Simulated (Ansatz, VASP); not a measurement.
Two plane-wave programs on PbS

Contents of INCAR:

```
ALGO     = Normal         # electronic algorithm
EDIFF    = 1E-6           # SCF threshold, eV
ENCUT    = 520            # plane-wave cutoff, eV
GGA      = PS             # functional
ISIF     = 2              # what is computed and relaxed
ISMEAR   = 0              # smearing method
LASPH    = True           # aspherical terms in the spheres
LCHARG   = False          # write CHGCAR
LREAL    = False          # projectors in reciprocal space
LWAVE    = False          # write WAVECAR
NBANDS   = 17             # bands
NELM     = 60             # most SCF steps
PREC     = Accurate       # precision mode
SIGMA    = 0.15           # smearing width, eV
```

Contents of KPOINTS:

```
k-points
0
Gamma
  15 15 14
```

The input POSCAR:

```
PbS
1.0
    4.1457279052      0.0000000000      0.0000000000
   -2.0728639526      3.5903056831      0.0000000000
    0.0000000000      0.0000000000      3.6864635019
Pb S
1 1
Direct
    0.0000000000      0.0000000000      0.0000000000
    0.6666666667      0.3333333333      0.5000000000
```

Input for Ansatz:

```yaml
crystal:
  lattice:
    - [4.1457279052, 0.0, 0.0]
    - [-2.0728639526, 3.5903056831, 0.0]
    - [0.0, 0.0, 3.6864635019]
  atoms:
    - { symbol: Pb, position: [0.0, 0.0, 0.0] }
    - { symbol: S, position: [0.6666666667, 0.3333333333, 0.5] }
basis:
  ecutwfc: 420
kpoints:
  mp_grid: { grid: [15, 15, 14] }
hamiltonian:
  xc: pbesol
scf:
  occupations: { method: gaussian, width: 0.15 }
output:
  forces: true
  stress: true
  eigenvalues: true
```

Alike in both runs: task single point; functional PBEsol; k mesh 15 × 15 × 14; occupations gaussian, width 0.15 eV; no spin polarisation.

```csv
,VASP,Ansatz
version,VASP 6.6.1,Ansatz 0.2.0
potentials or method,"VASP PAW PBE potentials, release 64 (Pb_d, S), cutoff 520 eV","scalar-relativistic, plane waves, PAW"
valence electrons in the cell,20,20
```

|  | VASP | Ansatz | Ansatz less VASP |
| --- | --- | --- | --- |
| gap on the k mesh at the Fermi level (eV) | none | none | - |
| pressure (GPa) | -2.4 | -2.4 | +0.05 |
| traceless stress, the component that is largest in VASP (GPa) | 1.71 | 1.71 | 0.000 |

VASP's potentials were made for PBE, not for PBEsol. A gap of «none» marks a metal or a gap that the smearing closes. With one functional, cell and mesh, what is left measures potentials, basis and numerics.

Spin-orbit coupling is off throughout.
